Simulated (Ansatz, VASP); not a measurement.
One calculation of SiO2, two programs

```
CELL_PARAMETERS angstrom
4.12084 0.00000 0.00000
0.00000 4.12084 0.00000
0.00000 0.00000 2.62918
ATOMIC_POSITIONS crystal
Si 0.00000 0.00000 0.00000
Si 0.50000 0.50000 0.50000
O 0.30590 0.30590 0.00000
O 0.19410 0.80590 0.50000
O 0.69410 0.69410 0.00000
O 0.80590 0.19410 0.50000
```

Alike in both runs: task single point; functional PBE; k mesh 6 × 6 × 8; no spin polarisation.

|  | VASP | Ansatz |
| --- | --- | --- |
| version | VASP 6.6.1 | Ansatz 0.2.0 |
| potentials or method | VASP PAW PBE potentials, release 64 (Si, O), cutoff 520 eV | plane waves, PAW |
| occupations | gaussian, width 0.01 eV | fixed |
| valence electrons in the cell | 32 | 32 |

Ansatz gave:

- pressure (GPa): 26.6
- traceless stress, the component that is largest in VASP (GPa): 3.10

**Question.** Estimate VASP's values.

**Answer.** Pressure (GPa): 26.8; traceless stress, the component that is largest in VASP (GPa): 3.61.
